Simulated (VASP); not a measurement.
A run of VASP 6.6.1 is set up as follows.

Contents of INCAR:

```
ALGO     = Normal         # electronic algorithm
EDIFF    = 1E-7           # SCF threshold, eV
ENCUT    = 520            # plane-wave cutoff, eV
ISIF     = 2              # what is computed and relaxed
ISMEAR   = 0              # smearing method
LASPH    = T              # aspherical terms in the spheres
LCHARG   = F              # write CHGCAR
LREAL    = F              # projectors in reciprocal space
LWAVE    = F              # write WAVECAR
NBANDS   = 35             # bands
NELM     = 60             # most SCF steps
PREC     = Accurate       # precision mode
SIGMA    = 0.05           # smearing width, eV
```

File KPOINTS:

```
k-points
0
Gamma
  6 6 8
```

File POSCAR:

```
SnO2
1.0
    4.7212714761      0.0000000000      0.0000000000
    0.0000000000      4.7242464798      0.0000000000
    0.0000000000      0.0000000000      3.1900193999
Sn O
2 4
Direct
    0.5000000000      0.5000000000      0.5000000000
    0.0000000000      0.0000000000      0.0000000000
    0.3055669685      0.3065721192      0.0000000000
    0.8055669685      0.1934278808      0.5000000000
    0.1944330315      0.8065721192      0.5000000000
    0.6944330315      0.6934278808      0.0000000000
```

Potentials or basis: VASP PAW LDA potentials, release 64 (Sn_d, O).

Run with:

```console
$ cat potpaw_LDA.64/Sn_d/POTCAR potpaw_LDA.64/O/POTCAR > POTCAR
$ mpirun -np 1 vasp_std > vasp.out
```

Question: Estimate the band gap on the k mesh.

Answer: 1.20 eV.

Question: Estimate the pressure.

Answer: 1.1 GPa.

Question: What does it give for the largest force?

Answer: 0.022 eV/Å.

Forces on the atoms (eV/Å):
```
Sn   0.000  0.000  0.000
Sn   0.000  0.000  0.000
O   -0.014 -0.016  0.000
O   -0.014  0.016  0.000
O    0.014 -0.016  0.000
O    0.014  0.016  0.000
```

Caveat: spin-orbit coupling is left out, which moves the levels of the heavy elements.
